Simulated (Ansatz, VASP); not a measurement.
# Two plane-wave programs on SnO

Contents of INCAR:

```
SYSTEM = SnO
PREC = Accurate
ENCUT = 520
EDIFF = 1E-8
ISMEAR = 0
SIGMA = 0.05
LREAL = .False.
LASPH = .True.
NELM = 80
ALGO = Normal
ISIF = 2
LWAVE = .False.
LCHARG = .False.
GGA = PE
IVDW = 12
LEFG = .True.
NBANDS = 28
```

KPOINTS

```
Automatic mesh
0
Gamma
  10 10 8
  0 0 0
```

Contents of POSCAR:

```
SnO
1.0
    3.8366801346      0.0000000000      0.0000000000
    0.0000000000      3.8366801346      0.0000000000
    0.0000000000      0.0000000000      4.7603642290
Sn O
2 2
Direct
    0.5000000000      0.0000000000      0.2434009502
    0.0000000000      0.5000000000      0.7565990498
    0.0000000000      0.0000000000      0.0000000000
    0.5000000000      0.5000000000      0.0000000000
```

Input for Ansatz:

```yaml
crystal:
  lattice:
    - [3.8366801346, 0.0, 0.0]
    - [0.0, 3.8366801346, 0.0]
    - [0.0, 0.0, 4.760364229]
  atoms:
    - { symbol: Sn, position: [0.5, 0.0, 0.2434009502] }
    - { symbol: Sn, position: [0.0, 0.5, 0.7565990498] }
    - { symbol: O, position: [0.0, 0.0, 0.0] }
    - { symbol: O, position: [0.5, 0.5, 0.0] }
basis:
  ecutwfc: 420
  ecutrho_ratio: 4
kpoints:
  mp_grid: { grid: [10, 10, 8] }
hamiltonian:
  xc: pbe
  dispersion: d3bj
scf:
  occupations: { method: gaussian, width: 0.05 }
output:
  forces: true
  stress: true
  eigenvalues: true
  efg:
    contact_densities: true
    quadrupole_moments_barn: { O: -0.02558, Sn: -0.132 }
```

Alike in both runs: task electric field gradients; functional PBE; dispersion D3(BJ); k mesh 10 × 10 × 8; occupations gaussian, width 0.05 eV; no spin polarisation.

```csv
,VASP,Ansatz
version,VASP 6.6.1,Ansatz 0.2.0
potentials or method,"VASP PAW PBE potentials, release 64 (Sn_d, O), cutoff 520 eV","scalar-relativistic, plane waves, PAW"
valence electrons in the cell,40,40
```

|  | VASP | Ansatz | Ansatz less VASP |
| --- | --- | --- | --- |
| pressure (GPa) | 0.2 | 0.0 | -0.21 |
| rms of the force components (eV/Å) | 0.033 | 0.000 | -0.0322 |
| size of Vzz on the site where it differs most (V/Å²) | 159.8 | 168.2 | +8.42 |

Atom by atom the forces differ by 0.032 eV/Å (rms over components).
